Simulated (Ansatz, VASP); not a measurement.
# FeO in VASP and in Ansatz

The input INCAR:

```
PREC = Accurate ; ENCUT = 600
EDIFF = 1E-6 ; ISMEAR = -1
SIGMA = 0.05 ; LREAL = False
LASPH = True ; NELM = 200
ALGO = Normal ; ISIF = 2
LWAVE = False ; LCHARG = False
ISPIN = 2 ; MAGMOM = 3 0
LORBIT = 11 ; LMAXMIX = 4
GGA = PE ; NBANDS = 22
GGA_COMPAT = False
```

File KPOINTS:

```
Automatic mesh
0
Gamma
  11 11 11
```

Contents of POSCAR:

```
FeO
1.0
    0.0000000000      2.1696747492      2.1696747492
    2.1696747492      0.0000000000      2.1696747492
    2.1696747492      2.1696747492      0.0000000000
Fe O
1 1
Direct
    0.0000000000      0.0000000000      0.0000000000
    0.5000000000      0.5000000000      0.5000000000
```

File input.yaml:

```yaml
crystal:
  lattice:
    - [0.0, 2.1696747492, 2.1696747492]
    - [2.1696747492, 0.0, 2.1696747492]
    - [2.1696747492, 2.1696747492, 0.0]
  atoms:
    - { symbol: Fe, position: [0.0, 0.0, 0.0], spin: 3.0 }
    - { symbol: O, position: [0.5, 0.5, 0.5] }
hamiltonian:
  xc: pbe
  pseudopotentials: { kind: paw }
magnetization:
  spin_polarized: true
kpoints:
  mp_grid: { grid: [11, 11, 11] }
scf:
  occupations: { method: fermi_dirac, width: 0.05 }
output:
  forces: true
  stress: true
  eigenvalues: true
```

Alike in both runs: task single point; functional PBE; k mesh 11 × 11 × 11; occupations fermi-dirac, width 0.05 eV; collinear spin.

|  | VASP | Ansatz |
| --- | --- | --- |
| version | VASP 6.6.1 | Ansatz 0.2.0 |
| potentials or method | VASP PAW PBE potentials, release 64 (Fe_sv, O) | Ansatz PAW |
| plane-wave cutoff (eV) | 600 | 420 |
| valence electrons in the cell | 22 | 22 |

|  | VASP | Ansatz | Ansatz less VASP |
| --- | --- | --- | --- |
| gap on the k mesh at the Fermi level (eV) | none | none | - |
| pressure (GPa) | -6.0 | -3.7 | +2.29 |
| net moment per atom (μB) | 2.00 | 2.00 | 0.000 |
| size of the moment on the site where the two differ most (μB) | 0.29 | 0.32 | +0.025 |

Site moments also hang on the region over which each program counts them. A gap of «none» marks a metal or a gap that the smearing closes.
